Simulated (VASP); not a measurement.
Here is a VASP 6.6.1 calculation.

Contents of POSCAR:

```
BAs
1.0
    2.9570103300      0.0000000000      0.0000000000
    0.0000000000      2.9570103300      0.0000000000
    0.0000000000      0.0000000000      2.9570103300
B As
1 1
Direct
    0.5000000000      0.5000000000      0.5000000000
    0.0000000000      0.0000000000      0.0000000000
```

Contents of INCAR.step1:

```
ALGO = Normal
EDIFF = 1E-5
ENCUT = 520
GGA = PE
ISIF = 2
ISMEAR = -1
LASPH = True
LCHARG = False
LREAL = False
LWAVE = True
NBANDS = 11
NELM = 60
PREC = Accurate
SIGMA = 0.05
```

The input INCAR.step2:

```
AEXX = 0.25
ALGO = Normal
EDIFF = 1E-6
ENCUT = 520
GGA = PS
ISIF = 2
ISMEAR = -1
ISTART = 1
LASPH = True
LCHARG = False
LHFCALC = True
LREAL = False
LWAVE = False
NBANDS = 11
NELM = 60
PREC = Accurate
PRECFOCK = Normal
SIGMA = 0.05
```

KPOINTS

```
k-points
0
Gamma
  5 5 5
```

Potentials or basis: VASP PAW PBE potentials, release 64 (B, As).

Run with:

```console
$ cat potpaw_PBE.64/B/POTCAR potpaw_PBE.64/As/POTCAR > POTCAR
$ cp INCAR.step1 INCAR
$ mpirun -np 1 vasp_std > vasp.out
$ cp INCAR.step2 INCAR
$ mpirun -np 1 vasp_std > vasp.out
```

(1) What does it give for the band gap on the k mesh?

(2) Estimate the pressure.

Results:

(1) zero (bands 4 and 5 overlap by 4.76 eV).

(2) -11.7 GPa.

Caveat: the k points lie up to 0.42 Å⁻¹ apart, too coarse for converged energies and pressures of a metal; the PAW data sets were made with another functional, which shifts forces and pressure a little.
